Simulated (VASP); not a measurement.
# GaGe in VASP: a series of runs

Runs on GaGe. Level: PBEsol. Tasks: single point.

All numbers are computed with VASP 6.6.1; they aren't measurements. Logs are shortened: lines on timing, memory, paths and dates and some standing lists are left out, and cuts for length are marked.

### 1 The cell of the first run

It takes space group R3m (No. 160, trigonal). The conventional cell has a = 4.193 Å, b = 4.193 Å, c = 10.873 Å, α = 90.00°, β = 90.00°, γ = 120.00°. Ga (site symmetry 3m) has 4 Ge at 2.59 to 2.63 Å within 3.4 Å. Within 3.4 Å of Ge (site symmetry 3m) lie 4 Ga at 2.59 to 2.63 Å.

### 2 Single point, PBEsol (strained and its atoms moved)

The input, INCAR:

```
SYSTEM = GaGe
  PREC = Accurate
  ENCUT = 520
  EDIFF = 1E-7
  ISMEAR = 0
  SIGMA = 0.1
  LREAL = .FALSE.
  LASPH = .TRUE.
  NELM = 100
  ALGO = Normal
  ISIF = 2
  LWAVE = .FALSE.
  LCHARG = .TRUE.
  GGA = PS
  LELF = .TRUE.
  LVHAR = .TRUE.
  NBANDS = 20
  ISYM = 0
```

The input, KPOINTS:

```
regular mesh
0
G
  10 12 12
  0 0 0
```

The input, POSCAR:

```
GaGe
1.0
   -0.1159137600      3.0806689780      3.0806689780
    2.9647552180      0.0000000000      2.9647552180
    2.9647552180      2.9647552180      0.0000000000
Ga Ge
1 1
Direct
    0.7320689022      0.7559770326      0.7559770326
    0.0179310978     -0.0059770326     -0.0059770326
```

Potentials or basis: VASP PAW PBE potentials, release 64 (Ga_d, Ge_d).

On the command line:

```sh
$ cat potpaw_PBE.64/Ga_d/POTCAR potpaw_PBE.64/Ge_d/POTCAR > POTCAR
$ mpirun -np 1 vasp_std > vasp.out
```

OUTCAR:

```text
SYSTEM = GaGe
   PREC = Accurate
   ENCUT = 520
   EDIFF = 1E-7
   ISMEAR = 0
   LREAL = .FALSE.
   LASPH = .TRUE.
   NELM = 100
   ISIF = 2
   GGA = PS
   ISYM = 0

 ion  position               nearest neighbor table
   1  0.732  0.756  0.756-   2 2.59   2 2.63   2 2.63   2 2.63
   2  0.018  0.994  0.994-   1 2.59   1 2.63   1 2.63   1 2.63

IMPORTANT INFORMATION: All symmetrisations will be switched off!
NOSYMM: (Re-)initialisation of all symmetry stuff for point group C_1.

----------------------------------------------------------------------------------------

                                     Primitive cell

  volume of cell :      55.1756

  direct lattice vectors                    reciprocal lattice vectors
    -0.115913760  3.080668978  3.080668978    -0.159305385  0.159305385  0.159305385
     2.964755218  0.000000000  2.964755218     0.165533786 -0.165533786  0.171762188
     2.964755218  2.964755218  0.000000000     0.165533786  0.171762188 -0.165533786

  length of vectors
     4.358265561  4.192797038  4.192797038     0.275925020  0.290353437  0.290353437

  position of ions in fractional coordinates (direct lattice)
     0.732068902  0.755977033  0.755977033
     0.017931098  0.994022967  0.994022967

  ion indices of the primitive-cell ions
   primitive index   ion index
                 1           1
                 2           2

----------------------------------------------------------------------------------------

 KPOINTS: regular mesh

Automatic generation of k-mesh.
 Grid dimensions read from file:
 generate k-points for:   10   12   12

 Generating k-lattice:

  Cartesian coordinates                     Fractional coordinates (reciprocal lattice)
    -0.015930538  0.015930538  0.015930538     0.100000000  0.000000000  0.000000000
     0.013794482 -0.013794482  0.014313516     0.000000000  0.083333333  0.000000000
     0.013794482  0.014313516 -0.013794482     0.000000000  0.000000000  0.083333333

  Length of vectors
     0.027592502  0.024196120  0.024196120

  Shift w.r.t. Gamma in fractional coordinates (k-lattice)
     0.000000000  0.000000000  0.000000000

 -----------------------------------------------------------------------------
|                                                                             |
|           W    W    AA    RRRRR   N    N  II  N    N   GGGG   !!!           |
|           W    W   A  A   R    R  NN   N  II  NN   N  G    G  !!!           |
|           W    W  A    A  R    R  N N  N  II  N N  N  G       !!!           |
|           W WW W  AAAAAA  RRRRR   N  N N  II  N  N N  G  GGG   !            |
[... 61 lines left out ...]
   LNONCOLLINEAR =      F non collinear calculations
   LSORBIT =      F    spin-orbit coupling
   LASPH  =      T    aspherical Exc in radial PAW
   ENCUT  =  520.0 eV  38.22 Ry    6.18 a.u.   8.10  7.80  7.80*2*pi/ulx,y,z
   NELM   =    100;   NELMIN=  2; NELMDL= -5     # of ELM steps
   EDIFF  = 0.1E-06   stopping-criterion for ELM
   LREAL  =      F    real-space projection
   EDIFFG = 0.1E-05   stopping-criterion for IOM
   NSW    =      0    number of steps for IOM
   IBRION =     -1    ionic relax: 0-MD 1-quasi-New 2-CG
   NFREE  =      0    steps in history (QN), initial steepest desc. (CG)
   ISIF   =      2    stress and relaxation
   ISYM   =      0    0-nonsym 1-usesym 2-fastsym
   POTIM  = 0.5000    time-step for ionic-motion
   TEBEG  =    0.0;   TEEND  =   0.0 temperature during run
   PSTRESS=    0.0 pullay stress
   NELECT =      27.0000    total number of electrons
   NUPDOWN=      -1.0000    fix difference up-down
   EMIN   =  10.00;   EMAX   =-10.00  energy-range for DOS
   EFERMI =   0.00;   METHOD = LEGACY
   ISMEAR =     0;   SIGMA  =   0.10  broadening in eV -4-tet -1-fermi 0-gaus
   EFERMI_NEDOS =   21; number of points for ismear=-14 and -15
   IALGO  =     38    algorithm
   IMIX   =      4    mixing-type and parameters
     AMIX     =   0.40;   BMIX     =  1.00
     AMIX_MAG =   1.60;   BMIX_MAG =  1.00
  volume/ion in A,a.u.               =      27.59       186.17
  Fermi-wavevector in a.u.,A,eV,Ry     =   1.290071  2.437881 22.643954  1.664284
  Thomas-Fermi vector in A             =   2.421925
   LORBIT       =      0    0 simple, 1 ext, 2 COOP (PROOUT), +10 PAW based schemes
   GGA     = PS    functional components
   LHFCALC =     F    Hartree Fock is set to
   AEXX    =    0.0000 exact exchange contribution
   IVDW    =     0    specifies the selected vdW correction
   LEPSILON=     F    determine dielectric tensor
   LRPA    =     F    only Hartree local field effects (RPA)
 non-spin polarized calculation
 Gauss-broadening in eV      SIGMA  =   0.10
  energy-cutoff  :      520.00
  volume of cell :       55.18
 maximum number of plane-waves:      1502
   NGX = 17   NGY = 15   NGZ = 15

 number of electron      26.9999994 magnetization

 Free energy of the ion-electron system (eV)
  ---------------------------------------------------
  ext. energy  EPLUGINS =         0.00000000
  ---------------------------------------------------
  free energy    TOTEN  =        -7.69032161 eV

  energy without entropy =       -7.68331655  energy(sigma->0) =       -7.68681908

 E-fermi :   2.0671     XC(G=0):  -9.1843

 val. band max:        2.0663855309   @ k =   0.2000   0.4167   0.3333
 cond. band min:       2.0714464245   @ k =  -0.1000   0.1667   0.1667
 fundamental gap:      0.0050608936
 Fermi energy:         2.0671160069

 k-point     1 :       0.0000    0.0000    0.0000
  band No.  band energies     occupation
      1     -21.8720      2.00000
      2     -21.8717      2.00000
      3     -21.8459      2.00000
      4     -21.8444      2.00000
      5     -21.8439      2.00000
      6     -12.1941      2.00000
[... 541 lines left out ...]
     19      10.8629      0.00000
     20      11.7813      0.00000

 [... further k-points ...]
[... 5 lines left out ...]
  --------------------------------------------------------------------------------------
  -------------------------------------------------------------------------------------
  Total       -2.2500298     -2.2786556     -2.2786544      0.0656220     -0.0463391      0.0656217
  in kB      -65.3358615    -66.1670924    -66.1670579      1.9055176     -1.3455857      1.9055090
  external PRESSURE =     -65.8900040 kB  Pullay stress =       0.0000000 kB

 VOLUME and BASIS-vectors are now :
 -----------------------------------------------------------------------------
  energy-cutoff  :      520.00
  volume of cell :       55.18
      direct lattice vectors                 reciprocal lattice vectors
    -0.115913760  3.080668978  3.080668978    -0.159305385  0.159305385  0.159305385
     2.964755218  0.000000000  2.964755218     0.165533786 -0.165533786  0.171762188
     2.964755218  2.964755218  0.000000000     0.165533786  0.171762188 -0.165533786

 POSITION                                       TOTAL-FORCE (eV/Angst)
 -----------------------------------------------------------------------------------
      4.39772      4.49655      4.49655        -0.050728      0.041873      0.041873
      5.89199      3.00227      3.00227         0.050728     -0.041873     -0.041873
 -----------------------------------------------------------------------------------
    total drift:                               -0.000195      0.000212      0.000213

  FREE ENERGIE OF THE ION-ELECTRON SYSTEM (eV)
  ---------------------------------------------------
  free  energy   TOTEN  =        -7.6903216074 eV

  energy  without entropy=       -7.6833165476  energy(sigma->0) =       -7.68681908
```

stdout:

```text
POSCAR found type information on POSCAR GaGe
 POSCAR found :  2 types and       2 ions
 scaLAPACK will be used
 -----------------------------------------------------------------------------
|                                                                             |
|                                                                             |
|     You enforced a specific xc type in the INCAR file but a different       |
[... 22 lines left out ...]
 -----------------------------------------------------------------------------

 POSCAR, INCAR and KPOINTS ok, starting setup
 FFT: planning ... GRIDC
 FFT: planning ... GRID_SOFT
 FFT: planning ... GRID
 WAVECAR not read
 entering main loop
```

It took 13 min on 1 thread of Intel Xeon Platinum 8488C (Sapphire Rapids), shared host; peak memory 0.82 GiB.

What came out:

* Free energy: -7.6903 eV
* Pressure: -6.6 GPa
* Largest force: 0.078 eV/Å

Forces on the atoms (eV/Å):
```
Ga  -0.051  0.042  0.042
Ge   0.051 -0.042 -0.042
```

Caveat: the cell differs from its parent crystal (strained and its atoms moved); the PAW data sets were made with another functional, which shifts forces and pressure a little.

### 3 Single point, PBEsol (strained and its atoms moved)

Changes to INCAR since step 2:

```diff
@@ -3,3 +3,3 @@
   ENCUT = 520
-  EDIFF = 1E-7
+  EDIFF = 1E-6
   ISMEAR = 0
@@ -17,2 +17 @@
   NBANDS = 20
-  ISYM = 0
```

The input, KPOINTS:

```
Automatic mesh
0
G
  12 12 12
  0 0 0
```

The input, POSCAR:

```
GaGe
1.0
   -0.0174160424      2.7958688696      2.7728020314
    2.8133428690     -0.0579568800      2.8133428690
    2.7728020314      2.7958688696     -0.0174160424
Ga Ge
1 1
Direct
    0.7649077135      0.7473778661      0.7649077135
   -0.0149077135      0.0026221339     -0.0149077135
```

Potentials or basis: VASP PAW PBE potentials, release 64 (Ga_d, Ge_d).

On the command line:

```sh
$ cat potpaw_PBE.64/Ga_d/POTCAR potpaw_PBE.64/Ge_d/POTCAR > POTCAR
$ mpirun -np 1 vasp_std > vasp.out
```

Run time: 8.9 min. Hardware: 1 thread of Intel Xeon Platinum 8488C (Sapphire Rapids), shared host; peak memory 0.52 GiB.

It converged, with:

| Property | Result |
| --- | --- |
| Free energy | -7.7233 eV |
| Pressure | 4.2 GPa |
| Largest force | 1.960 eV/Å |

Forces in eV/Å, atoms in the order of the input:
```
Ga  -1.092 -1.207 -1.092
Ge   1.092  1.207  1.092
```

Stress tensor (GPa, compression positive):
```
4.47 5.35 6.90
5.35 3.66 5.35
6.90 5.35 4.47
```

Levels at points of the mesh, in eV from the Fermi level:
```tsv
k point	band 11	band 12	band 13	band 14	band 15	band 16	band 17	band 18
(0.00, 0.00, 0.00)	-11.07	1.25	2.04	2.47	2.94	4.24	4.26	5.42
(0.50, 0.00, 0.00)	-8.96	-5.37	0.07	0.83	2.29	4.77	6.15	8.18
(0.00, 0.50, 0.00)	-9.00	-5.69	0.17	1.12	2.72	4.97	6.38	8.42
(0.50, 0.50, 0.00)	-7.71	-5.99	-1.45	-1.25	2.25	2.43	11.84	12.06
(0.50, 0.00, 0.50)	-7.77	-5.96	-1.51	-1.15	2.04	2.82	11.63	12.16
(0.50, 0.50, 0.50)	-8.49	-6.29	0.18	0.61	2.66	5.56	5.81	8.37
```

Caveat: the cell differs from its parent crystal (strained and its atoms moved); the PAW data sets were made with another functional, which shifts forces and pressure a little.
